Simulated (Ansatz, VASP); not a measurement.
**One calculation of Ga2SeS2, two programs**

```
Ga Se S
1.0
     4.29933    0.00000    0.00000
    -2.14966    3.72333    0.00000
     0.00000    0.00000    7.26202
Ga Se S
2 1 2
Direct
  0.33333 0.66667 0.26049
  0.66667 0.33333 0.73951
  0.00000 0.00000 0.00000
  0.33333 0.66667 0.63047
  0.66667 0.33333 0.36953
```

Change from the starting cell: species swapped into the CaZn2As2 type (P-3m1, No. 164).

Alike in both runs: task single point; functional PBE; k mesh 6 × 6 × 4; occupations gaussian, width 0.1 eV; no spin polarisation.

|  | VASP | Ansatz |
| --- | --- | --- |
| version | VASP 6.6.1 | Ansatz 0.2.0 |
| potentials or method | VASP PAW PBE potentials, release 64 (Ga_d, Se, S), cutoff 520 eV | scalar-relativistic, plane waves, PAW |
| valence electrons in the cell | 44 | 54 |

```csv
,VASP,Ansatz,Ansatz less VASP
gap on the k mesh at the Fermi level (eV),none,none,-
pressure (GPa),-6.8,-6.8,-0.03
"traceless stress, the component that is largest in VASP (GPa)",4.50,4.50,+0.004
rms of the force components (eV/Å),0.184,0.184,+0.0003
```

Atom by atom the forces differ by 0.004 eV/Å (rms over components). A gap of «none» marks a metal or a gap that the smearing closes. VASP's potentials hold 44 valence electrons a cell and Ansatz's 54, so a difference there can come from the potentials and not from the codes.
